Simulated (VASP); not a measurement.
Wanted: the native input for a VASP 6.6.1 run.

- Task: single point
- Functional: PBEsol
- Dispersion: D3(BJ)
- Potentials or basis: VASP PAW PBE potentials, release 64 (Hg)
- Cutoff: 520 eV
- k mesh: 18 × 18 × 10
- Occupations: gaussian, width 0.15 eV
- Spin: no spin polarisation
- Dipole correction: no
- Further INCAR settings: ALGO = Fast; EDIFF = 1e-07; NBANDS = 19

The structure of Hg lies in POSCAR:

```
Hg
1.0
    3.0294015116      0.0000000000      0.0000000000
   -1.5147007558      2.6235386673      0.0000000000
    0.0000000000      0.0000000000      5.2608586650
Hg
2
Direct
    0.6666666667      0.3333333333      0.7500000000
    0.3333333333      0.6666666667      0.2500000000
```

The input as run:

INCAR

```
PREC = Accurate ; ENCUT = 520
EDIFF = 1E-7 ; ISMEAR = 0
SIGMA = 0.15 ; LREAL = F
LASPH = T ; NELM = 100
ALGO = Fast ; ISIF = 2
LWAVE = F ; LCHARG = F
GGA = PS ; IVDW = 12
NBANDS = 19
```

KPOINTS

```
Automatic mesh
0
Gamma
  18 18 10
```

Potentials or basis: VASP PAW PBE potentials, release 64 (Hg).

Launch:

```console
$ cat potpaw_PBE.64/Hg/POTCAR > POTCAR
$ mpirun -np 1 vasp_std > vasp.out
```

Results of the run:

```
Pressure                   : 3.1 GPa
Band gap on the k mesh     : zero (bands 12 and 13 overlap by 2.51 eV)
Dispersion energy per atom : -0.479 eV
```

Caveat: the cell stands under pressure; the PAW data sets were made with another functional, which shifts forces and pressure a little; spin-orbit coupling is left out, which moves the levels of the heavy elements.

It took 2.3 min on 1 thread of Intel Xeon 8259CL (shared host), peak memory 0.28 GiB.
